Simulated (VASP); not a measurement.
# SnO2 (R-3m) in VASP: further runs

SnO2 is run at these levels: r2SCAN; tasks: single point.

All numbers are computed with VASP 6.6.1; they aren't measurements. Logs are shortened: lines on timing, memory, paths and dates and some standing lists are left out, and cuts for length are marked.

**1. The cell of the first run**

Symmetry: R-3m, No. 166, trigonal system. The conventional cell has a = 3.099 Å, b = 3.099 Å, c = 13.801 Å, α = 90.00°, β = 90.00°, γ = 120.00°. Within 2.7 Å of Sn (site symmetry -3m) lie 6 O at 2.04 Å. Within 2.7 Å of O (site symmetry 3m) lie 3 Sn at 2.04 Å and 3 O at 2.64 Å.

**2. Single point, r2SCAN**

Contents of POSCAR:

```
SnO2
1.0
    1.5496343022      0.8946817059      4.6003313252
   -1.5496343022      0.8946817059      4.6003313252
    0.0000000000     -1.7893634119      4.6003313252
Sn O
1 2
Direct
    0.5000000000      0.5000000000      0.5000000000
    0.2371700000      0.2371700000      0.2371700000
    0.7628300000      0.7628300000      0.7628300000
```

Contents of INCAR.step1:

```
ALGO = Normal
EDIFF = 1E-4
ENCUT = 520
GGA = PE
ISMEAR = 0
LASPH = True
LCHARG = False
LREAL = False
LWAVE = True
NBANDS = 20
NELM = 60
PREC = Accurate
SIGMA = 0.01
```

Contents of INCAR.step2:

```
ALGO = Normal
EDIFF = 1E-6
ENCUT = 520
ISIF = 2
ISMEAR = 0
ISTART = 1
LASPH = True
LCHARG = False
LMIXTAU = True
LREAL = False
LWAVE = False
METAGGA = R2SCAN
NBANDS = 20
NELM = 60
PREC = Accurate
SIGMA = 0.01
```

Contents of KPOINTS:

```
k-points
0
Gamma
  8 8 8
```

Potentials or basis: VASP PAW PBE potentials, release 64 (Sn_d, O).

The run is started by

```
$ cat potpaw_PBE.64/Sn_d/POTCAR potpaw_PBE.64/O/POTCAR > POTCAR
$ cp INCAR.step1 INCAR
$ mpirun -np 1 vasp_std > vasp.out
$ cp INCAR.step2 INCAR
$ mpirun -np 1 vasp_std > vasp.out
```

OUTCAR:

```text
EDIFF = 1E-6
   ENCUT = 520
   ISIF = 2
   ISMEAR = 0
   ISTART = 1
   LASPH = True
   LREAL = False
   METAGGA = R2SCAN
   NELM = 60
   PREC = Accurate

 ion  position               nearest neighbor table
   1  0.500  0.500  0.500-   2 2.04   3 2.04   2 2.04   2 2.04   3 2.04   3 2.04
   2  0.237  0.237  0.237-   1 2.04   1 2.04   1 2.04
   3  0.763  0.763  0.763-   1 2.04   1 2.04   1 2.04

  LATTYP: Found a trigonal (rhomboedric) cell.
 ALAT       =     4.9360784158
 COS(alpha) =     0.8028828836

  Lattice vectors:

 A1 = (   1.5496343022,   0.8946817059,   4.6003313252)
 A2 = (  -1.5496343022,   0.8946817059,   4.6003313252)
 A3 = (   0.0000000000,  -1.7893634119,   4.6003313252)

Analysis of symmetry for initial positions (statically):
=====================================================================
 Subroutine PRICEL returns:
 Original cell was already a primitive cell.

 Routine SETGRP: Setting up the symmetry group for a
 trigonal (rhombohedral) supercell.

 Subroutine GETGRP returns: Found 12 space group operations
 (whereof 12 operations were pure point group operations)
 out of a pool of 12 trial point group operations.

The static configuration has the point symmetry D_3d.

Analysis of symmetry for dynamics (positions and initial velocities):
=====================================================================
 Subroutine PRICEL returns:
 Original cell was already a primitive cell.

 Routine SETGRP: Setting up the symmetry group for a
 trigonal (rhombohedral) supercell.

 Subroutine GETGRP returns: Found 12 space group operations
 (whereof 12 operations were pure point group operations)
 out of a pool of 12 trial point group operations.

The dynamic configuration has the point symmetry D_3d.

 Subroutine INISYM returns: Found 12 space group operations
 (whereof 12 operations are pure point group operations),
 and found     1 'primitive' translations

----------------------------------------------------------------------------------------

                                     Primitive cell

  volume of cell :      38.2682

  direct lattice vectors                    reciprocal lattice vectors
     1.549634302  0.894681706  4.600331325     0.322656771  0.186285989  0.072458549
    -1.549634302  0.894681706  4.600331325    -0.322656771  0.186285989  0.072458549
[... 79 lines left out ...]
   ISTART =      1    job   : 0-new  1-cont  2-samecut
   ICHARG =      0    charge: 1-file 2-atom 10-const
   ISPIN  =      1    spin polarized calculation?
   LNONCOLLINEAR =      F non collinear calculations
   LSORBIT =      F    spin-orbit coupling
   LASPH  =      T    aspherical Exc in radial PAW
   ENCUT  =  520.0 eV  38.22 Ry    6.18 a.u.   9.18  9.18  9.18*2*pi/ulx,y,z
   NELM   =     60;   NELMIN=  2; NELMDL=  0     # of ELM steps
   EDIFF  = 0.1E-05   stopping-criterion for ELM
   LREAL  =      F    real-space projection
   EDIFFG = 0.1E-04   stopping-criterion for IOM
   NSW    =      0    number of steps for IOM
   IBRION =     -1    ionic relax: 0-MD 1-quasi-New 2-CG
   NFREE  =      0    steps in history (QN), initial steepest desc. (CG)
   ISIF   =      2    stress and relaxation
   ISYM   =      2    0-nonsym 1-usesym 2-fastsym
   POTIM  = 0.5000    time-step for ionic-motion
   TEBEG  =    0.0;   TEEND  =   0.0 temperature during run
   PSTRESS=    0.0 pullay stress
   NELECT =      26.0000    total number of electrons
   NUPDOWN=      -1.0000    fix difference up-down
   EMIN   =  10.00;   EMAX   =-10.00  energy-range for DOS
   EFERMI =   0.00;   METHOD = LEGACY
   ISMEAR =     0;   SIGMA  =   0.01  broadening in eV -4-tet -1-fermi 0-gaus
   EFERMI_NEDOS =   21; number of points for ismear=-14 and -15
   IALGO  =     38    algorithm
   IMIX   =      4    mixing-type and parameters
     AMIX     =   0.40;   BMIX     =  1.00
     AMIX_MAG =   1.60;   BMIX_MAG =  1.00
  volume/ion in A,a.u.               =      12.76        86.08
  Fermi-wavevector in a.u.,A,eV,Ry     =   1.439196  2.719686 28.181539  2.071285
  Thomas-Fermi vector in A             =   2.558078
   LORBIT       =      0    0 simple, 1 ext, 2 COOP (PROOUT), +10 PAW based schemes
   METAGGA = R2SCAN    functional components
   LHFCALC =     F    Hartree Fock is set to
   AEXX    =    0.0000 exact exchange contribution
   IVDW    =     0    specifies the selected vdW correction
   LEPSILON=     F    determine dielectric tensor
   LRPA    =     F    only Hartree local field effects (RPA)
 non-spin polarized calculation
 Gauss-broadening in eV      SIGMA  =   0.01
  energy-cutoff  :      520.00
  volume of cell :       38.27
 maximum number of plane-waves:      1046
 NGX is ok and might be reduce to    40
   NGX = 19   NGY = 19   NGZ = 19

 number of electron      25.9999999 magnetization

 Free energy of the ion-electron system (eV)
  ---------------------------------------------------
  ext. energy  EPLUGINS =         0.00000000
  ---------------------------------------------------
  free energy    TOTEN  =       -41.46838298 eV

  energy without entropy =      -41.46838298  energy(sigma->0) =      -41.46838298

 E-fermi :   4.2967     XC(G=0): -11.3928

 val. band max:        4.1908218390   @ k =   0.5000   0.5000  -0.0000
 cond. band min:       7.6301889484   @ k =   0.0000   0.0000   0.0000
 fundamental gap:      3.4393671094
 Fermi energy:         4.2967142000

 k-point     1 :       0.0000    0.0000    0.0000
  band No.  band energies     occupation
      1     -16.6728      2.00000
      2     -15.9666      2.00000
      3     -15.9666      2.00000
      4     -15.5857      2.00000
      5     -15.5857      2.00000
      6     -14.9194      2.00000
[... 541 lines left out ...]
     19      19.2256      0.00000
     20      22.3172      0.00000

 [... further k-points ...]
[... 5 lines left out ...]
  --------------------------------------------------------------------------------------
  -------------------------------------------------------------------------------------
  Total        5.4850015      5.4850006      2.0269601      0.0000000     -0.0000000      0.0000000
  in kB      229.6408749    229.6408361     84.8628560      0.0000000     -0.0000000      0.0000000
  external PRESSURE =     181.3815223 kB  Pullay stress =       0.0000000 kB

 VOLUME and BASIS-vectors are now :
 -----------------------------------------------------------------------------
  energy-cutoff  :      520.00
  volume of cell :       38.27
      direct lattice vectors                 reciprocal lattice vectors
     1.549634302  0.894681706  4.600331325     0.322656771  0.186285989  0.072458549
    -1.549634302  0.894681706  4.600331325    -0.322656771  0.186285989  0.072458549
     0.000000000 -1.789363412  4.600331325     0.000000000 -0.372571979  0.072458549

 POSITION                                       TOTAL-FORCE (eV/Angst)
 -----------------------------------------------------------------------------------
      0.00000     -0.00000      6.90050         0.000000      0.000000      0.000000
      0.00000     -0.00000      3.27318         0.000000     -0.000000      1.139158
      0.00000     -0.00000     10.52781         0.000000      0.000000     -1.139158
 -----------------------------------------------------------------------------------
    total drift:                                0.000000      0.000000      0.000000

  FREE ENERGIE OF THE ION-ELECTRON SYSTEM (eV)
  ---------------------------------------------------
  free  energy   TOTEN  =       -41.4683829810 eV

  energy  without entropy=      -41.4683829810  energy(sigma->0) =      -41.46838298
```

Wall time 4.3 min (1 thread of Intel Xeon 6975P-C (Granite Rapids), shared host); peak memory 0.27 GiB.

What came out:

```
Free energy            : -41.4684 eV
Pressure               : 18.1 GPa
Largest force          : 1.139 eV/Å
Band gap on the k mesh : 3.44 eV, indirect (least direct gap 3.70 eV)
```

Forces on the atoms (eV/Å):
```
Sn   0.000  0.000  0.000
O    0.000  0.000  1.139
O    0.000  0.000 -1.139
```

Levels at points of the mesh, in eV from the valence-band top:
| k point | band 11 | band 12 | band 13 | band 14 | band 15 | band 16 |
| --- | --- | --- | --- | --- | --- | --- |
| (0.00, 0.00, 0.00) | -0.85 | -0.85 | -0.26 | 3.44 | 7.15 | 13.25 |
| (0.50, 0.00, 0.00) | -1.70 | -0.68 | -0.53 | 7.41 | 9.38 | 11.83 |
| (0.50, 0.50, 0.00) | -1.32 | -0.36 | 0.00 | 6.98 | 8.43 | 12.71 |
| (0.50, 0.50, 0.50) | -1.50 | -0.79 | -0.79 | 4.85 | 7.15 | 13.28 |

Caveat: the PAW data sets were made with another functional, which shifts forces and pressure a little; spin-orbit coupling is left out, which moves the levels of the heavy elements. r2SCAN opens gaps a little over a GGA but as a rule still falls short of measured ones.

**3. Single point, r2SCAN**

This run uses another cell than the first one, of 13.34 Å³/atom, 1.045 times its volume.

Contents of POSCAR:

```
SnO2
1.0
    1.5727665828      0.9080371332      4.6690031110
   -1.5727665828      0.9080371332      4.6690031110
    0.0000000000     -1.8160742665      4.6690031110
Sn O
1 2
Direct
    0.5000000000      0.5000000000      0.5000000000
    0.2371700000      0.2371700000      0.2371700000
    0.7628300000      0.7628300000      0.7628300000
```

Contents of INCAR.step1:

```
  ALGO = Normal
  EDIFF = 1E-4
  ENCUT = 520
  GGA = PE
  ISMEAR = 0
  LASPH = True
  LCHARG = False
  LREAL = False
  LWAVE = True
  NBANDS = 20
  NELM = 100
  PREC = Accurate
  SIGMA = 0.01
```

Contents of INCAR.step2:

```
  ALGO = Normal
  EDIFF = 1E-7
  ENCUT = 520
  ISIF = 2
  ISMEAR = 0
  ISTART = 1
  LASPH = True
  LCHARG = False
  LMIXTAU = True
  LREAL = False
  LWAVE = False
  METAGGA = R2SCAN
  NBANDS = 20
  NELM = 100
  PREC = Accurate
  SIGMA = 0.01
```

KPOINTS is that of step 2.

Potentials or basis: VASP PAW PBE potentials, release 64 (Sn_d, O).

The run is started by

```
$ cat potpaw_PBE.64/Sn_d/POTCAR potpaw_PBE.64/O/POTCAR > POTCAR
$ cp INCAR.step1 INCAR
$ mpirun -np 1 vasp_std > vasp.out
$ cp INCAR.step2 INCAR
$ mpirun -np 1 vasp_std > vasp.out
```

Run time: 4.3 min. Hardware: 1 thread of Intel Xeon 6975P-C (Granite Rapids), shared host; peak memory 0.28 GiB.

Results (log left out):

| Quantity | Value |
| --- | --- |
| Free energy | -41.6112 eV |
| Pressure | 8.0 GPa |
| Largest force | 0.467 eV/Å |
| Band gap on the k mesh | 3.07 eV, indirect (least direct gap 3.26 eV) |

Forces in eV/Å, atoms in the order of the input:
```
Sn   0.000  0.000  0.000
O    0.000  0.000  0.467
O    0.000  0.000 -0.467
```

Stress tensor (GPa, compression positive):
```
10.74  0.00  0.00
 0.00 10.74  0.00
 0.00  0.00  2.53
```

Levels at points of the mesh, in eV from the valence-band top:
| k point | band 10 | band 11 | band 12 | band 13 | band 14 | band 15 | band 16 | band 17 |
| --- | --- | --- | --- | --- | --- | --- | --- | --- |
| (0.00, 0.00, 0.00) | -1.35 | -0.86 | -0.86 | -0.19 | 3.07 | 6.90 | 12.80 | 12.80 |
| (0.50, 0.00, 0.00) | -3.18 | -1.61 | -0.63 | -0.54 | 6.90 | 9.07 | 11.52 | 13.72 |
| (0.50, 0.50, 0.00) | -3.29 | -1.24 | -0.38 | 0.00 | 6.53 | 8.17 | 12.45 | 12.53 |
| (0.50, 0.50, 0.50) | -1.43 | -1.43 | -0.80 | -0.80 | 4.43 | 6.86 | 13.04 | 13.04 |

Caveat: the PAW data sets were made with another functional, which shifts forces and pressure a little; spin-orbit coupling is left out, which moves the levels of the heavy elements.

**4. Single point, r2SCAN**

This run uses another cell than the first one, of 13.92 Å³/atom, 1.091 times its volume.

Contents of POSCAR:

```
SnO2
1.0
    1.5952377128      0.9210108451      4.7357121682
   -1.5952377128      0.9210108451      4.7357121682
    0.0000000000     -1.8420216902      4.7357121682
Sn O
1 2
Direct
    0.5000000000      0.5000000000      0.5000000000
    0.2371700000      0.2371700000      0.2371700000
    0.7628300000      0.7628300000      0.7628300000
```

Contents of INCAR.step1:

```
SYSTEM = SnO2
PREC = Accurate
ENCUT = 520
ISMEAR = 0
SIGMA = 0.01
LREAL = .FALSE.
LASPH = .TRUE.
NELM = 100
NBANDS = 20
GGA = PE
ALGO = Normal
EDIFF = 1E-4
LWAVE = .TRUE.
LCHARG = .FALSE.
```

Contents of INCAR.step2:

```
SYSTEM = SnO2
PREC = Accurate
ENCUT = 520
EDIFF = 1E-6
ISMEAR = 0
SIGMA = 0.01
LREAL = .FALSE.
LASPH = .TRUE.
NELM = 100
ALGO = Normal
ISIF = 2
LWAVE = .FALSE.
LCHARG = .FALSE.
METAGGA = R2SCAN
LMIXTAU = .TRUE.
NBANDS = 20
ISTART = 1
```

Contents of KPOINTS:

```
regular mesh
0
G
  8 8 8
  0 0 0
```

Potentials or basis: VASP PAW PBE potentials, release 64 (Sn_d, O).

The run is started by

```
$ cat potpaw_PBE.64/Sn_d/POTCAR potpaw_PBE.64/O/POTCAR > POTCAR
$ cp INCAR.step1 INCAR
$ mpirun -np 1 vasp_std > vasp.out
$ cp INCAR.step2 INCAR
$ mpirun -np 1 vasp_std > vasp.out
```

OUTCAR:

```text
SYSTEM = SnO2
   PREC = Accurate
   ENCUT = 520
   EDIFF = 1E-6
   ISMEAR = 0
   LREAL = .FALSE.
   LASPH = .TRUE.
   NELM = 100
   ISIF = 2
   METAGGA = R2SCAN
   ISTART = 1

 ion  position               nearest neighbor table
   1  0.500  0.500  0.500-   2 2.10   3 2.10   2 2.10   2 2.10   3 2.10   3 2.10
   2  0.237  0.237  0.237-   1 2.10   1 2.10   1 2.10
   3  0.763  0.763  0.763-   1 2.10   1 2.10   1 2.10

  LATTYP: Found a trigonal (rhomboedric) cell.
 ALAT       =     5.0813397915
 COS(alpha) =     0.8028828836
[... 197 lines left out ...]
      5     -16.7312      2.00000
      6     -15.6427      2.00000
[... 541 lines left out ...]
     19      17.6538      0.00000
     20      20.7064      0.00000

 [... further k-points ...]
[... 5 lines left out ...]
  --------------------------------------------------------------------------------------
  -------------------------------------------------------------------------------------
  Total        0.2844992      0.2844991     -0.5506423      0.0000000     -0.0000000     -0.0000000
  in kB       10.9185486     10.9185467    -21.1326245      0.0000000     -0.0000000     -0.0000000
  external PRESSURE =       0.2348236 kB  Pullay stress =       0.0000000 kB

 VOLUME and BASIS-vectors are now :
 -----------------------------------------------------------------------------
  energy-cutoff  :      520.00
  volume of cell :       41.75
      direct lattice vectors                 reciprocal lattice vectors
     1.595237713  0.921010845  4.735712168     0.313432911  0.180960591  0.070387161
    -1.595237713  0.921010845  4.735712168    -0.313432911  0.180960591  0.070387161
     0.000000000 -1.842021690  4.735712168     0.000000000 -0.361921182  0.070387161

 POSITION                                       TOTAL-FORCE (eV/Angst)
 -----------------------------------------------------------------------------------
      0.00000      0.00000      7.10357        -0.000000      0.000000      0.000000
      0.00000      0.00000      3.36951         0.000000      0.000000     -0.089934
      0.00000      0.00000     10.83763         0.000000     -0.000000      0.089934
 -----------------------------------------------------------------------------------
    total drift:                                0.000000      0.000000      0.000000

  FREE ENERGIE OF THE ION-ELECTRON SYSTEM (eV)
  ---------------------------------------------------
  free  energy   TOTEN  =       -41.6559117508 eV

  energy  without entropy=      -41.6559117508  energy(sigma->0) =      -41.65591175
```

Run time: 3.7 min. Hardware: 1 thread of Intel Xeon 6975P-C (Granite Rapids), shared host; peak memory 0.28 GiB.

What came out:

- Free energy: -41.6559 eV
- Pressure: 0.0 GPa
- Largest force: 0.090 eV/Å
- Band gap on the k mesh: 2.74 eV, indirect (least direct gap 2.88 eV)

Forces in eV/Å, atoms in the order of the input:
```
Sn   0.000  0.000  0.000
O    0.000  0.000 -0.090
O    0.000  0.000  0.090
```

Stress tensor (GPa, compression positive):
```
 1.09  0.00  0.00
 0.00  1.09  0.00
 0.00  0.00 -2.11
```

Caveat: the PAW data sets were made with another functional, which shifts forces and pressure a little; spin-orbit coupling is left out, which moves the levels of the heavy elements. A k mesh can miss the band edges.

**5. Overview**

```tsv
cell	gap on the mesh (eV)	pressure (GPa)	largest force (eV/Å)
a = 4.936 Å, angles 36.6°, 3 atoms	3.44	18.1	1.14
a = 5.010 Å, angles 36.6°, 3 atoms	3.07	8.0	0.47
a = 5.081 Å, angles 36.6°, 3 atoms	2.74	0.0	0.09
```

Alike in all rows: task single point; level r2SCAN; potentials or basis VASP PAW PBE potentials, release 64 (Sn_d, O); no spin polarisation; k mesh 8 × 8 × 8; cutoff (eV) 520; smearing gaussian 0.01 eV.

Caveats: the PAW data sets were made with another functional, which shifts forces and pressure a little; spin-orbit coupling is left out, which moves the levels of the heavy elements.

Absolute energies hang on the potentials; compare differences alone.
